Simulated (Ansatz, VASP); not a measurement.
## TaC: VASP beside Ansatz

Contents of INCAR:

```
SYSTEM = TaC
PREC = Accurate
ENCUT = 600
EDIFF = 1E-6
ISMEAR = 0
SIGMA = 0.05
LREAL = .FALSE.
LASPH = .TRUE.
NELM = 120
ALGO = Normal
ISIF = 2
LWAVE = .FALSE.
LCHARG = .TRUE.
GGA = PS
IVDW = 12
LELF = .TRUE.
LVHAR = .TRUE.
NBANDS = 14
GGA_COMPAT = .FALSE.
```

Contents of KPOINTS:

```
Automatic mesh
0
G
  10 10 10
  0 0 0
```

POSCAR

```
TaC
1.0
    0.0000000000      2.1900886203      2.1900886203
    2.1900886203      0.0000000000      2.1900886203
    2.1900886203      2.1900886203      0.0000000000
Ta C
1 1
Direct
    0.0000000000      0.0000000000      0.0000000000
    0.5000000000      0.5000000000      0.5000000000
```

Input for Ansatz:

```yaml
crystal:
  lattice:
    - [0.0, 2.1900886203, 2.1900886203]
    - [2.1900886203, 0.0, 2.1900886203]
    - [2.1900886203, 2.1900886203, 0.0]
  atoms:
    - { symbol: Ta, position: [0.0, 0.0, 0.0] }
    - { symbol: C, position: [0.5, 0.5, 0.5] }
basis:
  ecutwfc: 420
  ecutrho_ratio: 4
kpoints:
  mp_grid: { grid: [10, 10, 10] }
hamiltonian:
  xc: pbesol
  dispersion: d3bj
scf:
  occupations: { method: gaussian, width: 0.05 }
output:
  forces: true
  stress: true
  eigenvalues: true
```

Alike in both runs: task single point; functional PBEsol; dispersion D3(BJ); k mesh 10 × 10 × 10; occupations gaussian, width 0.05 eV; no spin polarisation.

|  | VASP | Ansatz |
| --- | --- | --- |
| version | VASP 6.6.1 | Ansatz 0.2.0 |
| potentials or method | VASP PAW PBE potentials, release 64 (Ta_pv, C), cutoff 600 eV | scalar-relativistic, plane waves, PAW |
| valence electrons in the cell | 15 | 17 |

```csv
,VASP,Ansatz,Ansatz less VASP
gap on the k mesh at the Fermi level (eV),none,none,-
pressure (GPa),8.6,7.7,-0.95
```

VASP's potentials were made for PBE, not for PBEsol. A gap of «none» marks a metal or a gap that the smearing closes. VASP's potentials hold 15 valence electrons a cell and Ansatz's 17, so a difference there can come from the potentials and not from the codes.

Neither program's run includes spin-orbit coupling.
